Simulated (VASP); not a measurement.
# Sc2In (P6_3/mmc) in VASP: a series of runs

The runs below take Sc2In through single point, with LDA.

All numbers are computed with VASP 6.6.1; they aren't measurements. Logs are shortened: lines on timing, memory, paths and dates and some standing lists are left out, and cuts for length are marked.

## 1. The cell of the first run

It takes space group P6_3/mmc (No. 194, hexagonal). The conventional cell has a = 4.998 Å, b = 4.998 Å, c = 6.246 Å, α = 90.00°, β = 90.00°, γ = 120.00°. Sc (site symmetry -3m) has 8 Sc at 3.12 to 3.28 Å and 6 In at 3.28 Å within 4.1 Å. Sc (site symmetry -6m2) has 5 In at 2.89 to 3.12 Å and 6 Sc at 3.28 Å within 3.8 Å. Within 3.8 Å of In (site symmetry -6m2) lie 11 Sc at 2.89 to 3.28 Å.

## 2. Single point, LDA

File INCAR:

```
SYSTEM = Sc2In
ALGO = Normal
EDIFF = 1E-6
ENCUT = 520
GGA = CA
ISIF = 2
ISMEAR = 1
LASPH = .TRUE.
LCHARG = .FALSE.
LREAL = .FALSE.
LWAVE = .FALSE.
NBANDS = 44
NELM = 60
PREC = Accurate
SIGMA = 0.1
```

File KPOINTS:

```
k-points
0
G
  5 5 4
  0 0 0
```

File POSCAR:

```
Sc2In
1.0
    4.9978124693      0.0000000000      0.0000000000
   -2.4989062346      4.3282323473      0.0000000000
    0.0000000000      0.0000000000      6.2457393990
Sc In
4 2
Direct
    0.0000000000      0.0000000000      0.0000000000
    0.0000000000      0.0000000000      0.5000000000
    0.3333333333      0.6666666667      0.7500000000
    0.6666666667      0.3333333333      0.2500000000
    0.3333333333      0.6666666667      0.2500000000
    0.6666666667      0.3333333333      0.7500000000
```

Potentials or basis: VASP PAW LDA potentials, release 64 (Sc_sv, In_d).

Run with:

```bash
$ cat potpaw_LDA.64/Sc_sv/POTCAR potpaw_LDA.64/In_d/POTCAR > POTCAR
$ mpirun -np 1 vasp_std > vasp.out
```

OUTCAR:

```text
SYSTEM = Sc2In
   EDIFF = 1E-6
   ENCUT = 520
   GGA = CA
   ISIF = 2
   ISMEAR = 1
   LASPH = .TRUE.
   LREAL = .FALSE.
   NELM = 60
   PREC = Accurate

 ion  position               nearest neighbor table
   1  0.000  0.000  0.000-   2 3.12   2 3.12   3 3.28   5 3.28   4 3.28   6 3.28   6 3.28   3 3.28
                             4 3.28   5 3.28   4 3.28   6 3.28   3 3.28   5 3.28
   2  0.000  0.000  0.500-   1 3.12   1 3.12   3 3.28   5 3.28   4 3.28   6 3.28   6 3.28   3 3.28
                             4 3.28   5 3.28   4 3.28   6 3.28   3 3.28   5 3.28
   3  0.333  0.667  0.750-   6 2.89   6 2.89   6 2.89   5 3.12   5 3.12   2 3.28   1 3.28   1 3.28
                             2 3.28   2 3.28   1 3.28
   4  0.667  0.333  0.250-   5 2.89   5 2.89   5 2.89   6 3.12   6 3.12   1 3.28   2 3.28   1 3.28
                             2 3.28   1 3.28   2 3.28
   5  0.333  0.667  0.250-   4 2.89   4 2.89   4 2.89   3 3.12   3 3.12   2 3.28   1 3.28   1 3.28
                             2 3.28   2 3.28   1 3.28
   6  0.667  0.333  0.750-   3 2.89   3 2.89   3 2.89   4 3.12   4 3.12   1 3.28   2 3.28   1 3.28
                             2 3.28   1 3.28   2 3.28

  LATTYP: Found a hexagonal cell.
 ALAT       =     4.9978124693
 C/A-ratio  =     1.2496946289

  Lattice vectors:

 A1 = (   4.9978124693,   0.0000000000,   0.0000000000)
 A2 = (  -2.4989062346,   4.3282323473,   0.0000000000)
 A3 = (   0.0000000000,   0.0000000000,   6.2457393990)

Analysis of symmetry for initial positions (statically):
=====================================================================
 Subroutine PRICEL returns:
 Original cell was already a primitive cell.

 Routine SETGRP: Setting up the symmetry group for a
 hexagonal supercell.

 Subroutine GETGRP returns: Found 24 space group operations
 (whereof 12 operations were pure point group operations)
 out of a pool of 24 trial point group operations.

The static configuration has the point symmetry D_3d.
 The point group associated with its full space group is D_6h.

Analysis of symmetry for dynamics (positions and initial velocities):
=====================================================================
 Subroutine PRICEL returns:
 Original cell was already a primitive cell.

 Routine SETGRP: Setting up the symmetry group for a
 hexagonal supercell.

 Subroutine GETGRP returns: Found 24 space group operations
 (whereof 12 operations were pure point group operations)
 out of a pool of 24 trial point group operations.

The dynamic configuration has the point symmetry D_3d.
 The point group associated with its full space group is D_6h.

 Subroutine INISYM returns: Found 24 space group operations
 (whereof 12 operations are pure point group operations),
 and found     1 'primitive' translations

----------------------------------------------------------------------------------------

                                     Primitive cell

  volume of cell :     135.1059

  direct lattice vectors                    reciprocal lattice vectors
     4.997812469  0.000000000  0.000000000     0.200087540  0.115520601  0.000000000
    -2.498906235  4.328232347  0.000000000     0.000000000  0.231041201  0.000000000
     0.000000000  0.000000000  6.245739399     0.000000000  0.000000000  0.160109146

  length of vectors
     4.997812469  4.997812284  6.245739399     0.231041192  0.231041201  0.160109146

  position of ions in fractional coordinates (direct lattice)
     0.000000000  0.000000000  0.000000000
     0.000000000  0.000000000  0.500000000
     0.333333333  0.666666667  0.750000000
     0.666666667  0.333333333  0.250000000
     0.333333333  0.666666667  0.250000000
     0.666666667  0.333333333  0.750000000

  ion indices of the primitive-cell ions
   primitive index   ion index
                 1           1
                 2           2
                 3           3
                 4           4
                 5           5
                 6           6

----------------------------------------------------------------------------------------

 KPOINTS: k-points

Automatic generation of k-mesh.
 Grid dimensions read from file:
 generate k-points for:    5    5    4

 Generating k-lattice:

  Cartesian coordinates                     Fractional coordinates (reciprocal lattice)
     0.040017508  0.023104120  0.000000000     0.200000000  0.000000000  0.000000000
     0.000000000  0.046208240  0.000000000     0.000000000  0.200000000  0.000000000
     0.000000000  0.000000000  0.040027286     0.000000000  0.000000000  0.250000000

  Length of vectors
     0.046208238  0.046208240  0.040027286

  Shift w.r.t. Gamma in fractional coordinates (k-lattice)
     0.000000000  0.000000000  0.000000000

 Subroutine IBZKPT returns following result:
 ===========================================

 Found     15 irreducible k-points:

 Following reciprocal coordinates:
            Coordinates               Weight
  0.000000  0.000000  0.000000      1.000000
  0.200000  0.000000  0.000000      6.000000
  0.400000  0.000000  0.000000      6.000000
  0.200000  0.200000  0.000000      6.000000
  0.400000  0.200000  0.000000      6.000000
  0.000000  0.000000  0.250000      2.000000
  0.200000  0.000000  0.250000     12.000000
  0.400000  0.000000  0.250000     12.000000
  0.200000  0.200000  0.250000     12.000000
  0.400000  0.200000  0.250000     12.000000
  0.000000  0.000000  0.500000      1.000000
  0.200000  0.000000  0.500000      6.000000
  0.400000  0.000000  0.500000      6.000000
  0.200000  0.200000  0.500000      6.000000
  0.400000  0.200000  0.500000      6.000000
   k-points           NKPTS =     15   k-points in BZ     NKDIM =     15   number of bands    NBANDS=     44
   number of dos      NEDOS =    301   number of ions     NIONS =      6
   total plane-waves  NPLWV =  76800
   dimension x,y,z NGX =    40 NGY =   40 NGZ =   48
   dimension x,y,z NGXF=    80 NGYF=   80 NGZF=   96
   ions per type =               4   2
   NGX,Y,Z   is equivalent  to a cutoff of  13.31, 13.31, 12.78 a.u.
   NGXF,Y,Z  is equivalent  to a cutoff of  26.61, 26.61, 25.55 a.u.
 SYSTEM =  Sc2In
   PREC   = accura    normal or accurate (medium, high low for compatibility)
   ISTART =      0    job   : 0-new  1-cont  2-samecut
   ICHARG =      2    charge: 1-file 2-atom 10-const
   ISPIN  =      1    spin polarized calculation?
   LNONCOLLINEAR =      F non collinear calculations
   LSORBIT =      F    spin-orbit coupling
   LASPH  =      T    aspherical Exc in radial PAW
   ENCUT  =  520.0 eV  38.22 Ry    6.18 a.u.   9.29  9.29 11.61*2*pi/ulx,y,z
   NELM   =     60;   NELMIN=  2; NELMDL= -5     # of ELM steps
   EDIFF  = 0.1E-05   stopping-criterion for ELM
   LREAL  =      F    real-space projection
   EDIFFG = 0.1E-04   stopping-criterion for IOM
   NSW    =      0    number of steps for IOM
   IBRION =     -1    ionic relax: 0-MD 1-quasi-New 2-CG
   NFREE  =      0    steps in history (QN), initial steepest desc. (CG)
   ISIF   =      2    stress and relaxation
   ISYM   =      2    0-nonsym 1-usesym 2-fastsym
   POTIM  = 0.5000    time-step for ionic-motion
   TEBEG  =    0.0;   TEEND  =   0.0 temperature during run
   PSTRESS=    0.0 pullay stress
   NELECT =      70.0000    total number of electrons
   NUPDOWN=      -1.0000    fix difference up-down
   EMIN   =  10.00;   EMAX   =-10.00  energy-range for DOS
   EFERMI =   0.00;   METHOD = LEGACY
   ISMEAR =     1;   SIGMA  =   0.10  broadening in eV -4-tet -1-fermi 0-gaus
   EFERMI_NEDOS =   21; number of points for ismear=-14 and -15
   IALGO  =     38    algorithm
   IMIX   =      4    mixing-type and parameters
     AMIX     =   0.40;   BMIX     =  1.00
     AMIX_MAG =   1.60;   BMIX_MAG =  1.00
  volume/ion in A,a.u.               =      22.52       151.96
  Fermi-wavevector in a.u.,A,eV,Ry     =   1.314870  2.484743 23.522872  1.728882
  Thomas-Fermi vector in A             =   2.445092
   LORBIT       =      0    0 simple, 1 ext, 2 COOP (PROOUT), +10 PAW based schemes
   GGA     = CA    functional components
   LHFCALC =     F    Hartree Fock is set to
   AEXX    =    0.0000 exact exchange contribution
   IVDW    =     0    specifies the selected vdW correction
   LEPSILON=     F    determine dielectric tensor
   LRPA    =     F    only Hartree local field effects (RPA)
 non-spin polarized calculation
 Methfessel and Paxton  Order N= 1 SIGMA  =   0.10
  energy-cutoff  :      520.00
  volume of cell :      135.11
 maximum number of plane-waves:      3672
 NGX is ok and might be reduce to    40
   NGX = 19   NGY = 19   NGZ = 23

 number of electron      69.9999997 magnetization

 Free energy of the ion-electron system (eV)
  ---------------------------------------------------
  ext. energy  EPLUGINS =         0.00000000
  ---------------------------------------------------
  free energy    TOTEN  =       -35.97744105 eV

  energy without entropy =      -35.96786137  energy(sigma->0) =      -35.97424783

 E-fermi :   5.6782     XC(G=0): -10.7586

 val. band max:        5.6582858325   @ k =   0.2000   0.0000   0.2500
 cond. band min:       5.6785834411   @ k =   0.2000   0.2000   0.2500
 fundamental gap:      0.0202976086
 Fermi energy:         5.6781563623

 k-point     1 :       0.0000    0.0000    0.0000
  band No.  band energies     occupation
      1     -43.4339      2.00000
      2     -43.4154      2.00000
      3     -43.3637      2.00000
      4     -43.3449      2.00000
      5     -22.5046      2.00000
      6     -22.5046      2.00000
[... 36 lines left out ...]
     43       8.2267      0.00000
     44       8.2624      0.00000

 k-point     2 :       0.2000    0.0000    0.0000
  band No.  band energies     occupation
      1     -43.4296      2.00000
      2     -43.4155      2.00000
      3     -43.3678      2.00000
      4     -43.3449      2.00000
      5     -22.5237      2.00000
      6     -22.5152      2.00000
[... 36 lines left out ...]
     43       7.9384      0.00000
     44       8.0252      0.00000

 k-point     3 :       0.4000    0.0000    0.0000
  band No.  band energies     occupation
      1     -43.4207      2.00000
      2     -43.4159      2.00000
      3     -43.3761      2.00000
      4     -43.3448      2.00000
      5     -22.5571      2.00000
      6     -22.5295      2.00000
[... 36 lines left out ...]
     43       7.6894      0.00000
     44       7.9212      0.00000

 k-point     4 :       0.2000    0.2000    0.0000
  band No.  band energies     occupation
      1     -43.4228      2.00000
      2     -43.4156      2.00000
      3     -43.3743      2.00000
      4     -43.3449      2.00000
      5     -22.5518      2.00000
      6     -22.5098      2.00000
[... 459 lines left out ...]
     43       7.6571     -0.00000
     44       7.6652     -0.00000

 k-point    14 :       0.2000    0.2000    0.5000
  band No.  band energies     occupation
      1     -43.4185      2.00000
      2     -43.4185      2.00000
      3     -43.3604      2.00000
      4     -43.3604      2.00000
      5     -22.4988      2.00000
      6     -22.4988      2.00000
[... 36 lines left out ...]
     43       7.5553     -0.00000
     44       7.5646     -0.00000

 k-point    15 :       0.4000    0.2000    0.5000
  band No.  band energies     occupation
      1     -43.4164      2.00000
      2     -43.4164      2.00000
      3     -43.3624      2.00000
      4     -43.3624      2.00000
      5     -22.5121      2.00000
      6     -22.5121      2.00000
[... 36 lines left out ...]
     43       7.7012      0.00000
     44       7.7021      0.00000

------------------------ aborting loop because EDIFF is reached ----------------------------------------

  FORCE on cell =-STRESS in cart. coord.  units (eV):
  Direction    XX          YY          ZZ          XY          YZ          ZX
  --------------------------------------------------------------------------------------
  -------------------------------------------------------------------------------------
  Total       -2.8061855     -2.8061852     -3.0157157     -0.0000000      0.0000000      0.0000000
  in kB      -33.2776446    -33.2776413    -35.7623947     -0.0000000      0.0000000      0.0000000
  external PRESSURE =     -34.1058935 kB  Pullay stress =       0.0000000 kB

 VOLUME and BASIS-vectors are now :
 -----------------------------------------------------------------------------
  energy-cutoff  :      520.00
  volume of cell :      135.11
      direct lattice vectors                 reciprocal lattice vectors
     4.997812469  0.000000000  0.000000000     0.200087540  0.115520601  0.000000000
    -2.498906235  4.328232347  0.000000000     0.000000000  0.231041201  0.000000000
     0.000000000  0.000000000  6.245739399     0.000000000  0.000000000  0.160109146

 POSITION                                       TOTAL-FORCE (eV/Angst)
 -----------------------------------------------------------------------------------
      0.00000      0.00000      0.00000        -0.000000      0.000000      0.000000
      0.00000      0.00000      3.12287        -0.000000      0.000000      0.000000
     -0.00000      2.88549      4.68430        -0.000000      0.000000      0.000000
      2.49891      1.44274      1.56143         0.000000      0.000000      0.000000
     -0.00000      2.88549      1.56143         0.000000      0.000000      0.000000
      2.49891      1.44274      4.68430        -0.000000     -0.000000      0.000000
 -----------------------------------------------------------------------------------
    total drift:                               -0.000000      0.000000     -0.000000

  FREE ENERGIE OF THE ION-ELECTRON SYSTEM (eV)
  ---------------------------------------------------
  free  energy   TOTEN  =       -35.9774410546 eV

  energy  without entropy=      -35.9678613734  energy(sigma->0) =      -35.97424783
```

It took 39 s on 1 thread of Intel Xeon 6975P-C (Granite Rapids), shared host; peak memory 0.25 GiB.

What came out:

```
Free energy            : -35.9774 eV
Pressure               : -3.4 GPa
Band gap on the k mesh : zero (band 35 reaches 6.03 eV, above the bottom of band 36 at 5.45 eV)
```

Stress tensor (GPa, compression positive):
```
-3.33  0.00  0.00
 0.00 -3.33  0.00
 0.00  0.00 -3.58
```

Levels at points of the mesh, in eV from the Fermi level:
| k point | band 31 | band 32 | band 33 | band 34 | band 35 | band 36 | band 37 | band 38 | band 39 | band 40 |
| --- | --- | --- | --- | --- | --- | --- | --- | --- | --- | --- |
| (0.00, 0.00, 0.00) | -1.85 | -0.75 | -0.75 | -0.62 | -0.23 | -0.23 | -0.09 | -0.09 | 1.63 | 1.63 |
| (0.00, 0.00, 0.50) | -1.52 | -1.52 | -1.18 | -1.18 | 0.07 | 0.07 | 0.07 | 0.07 | 1.22 | 1.22 |

Caveat: spin-orbit coupling is left out, which moves the levels of the heavy elements.

(Continued in part 2 of 2.)
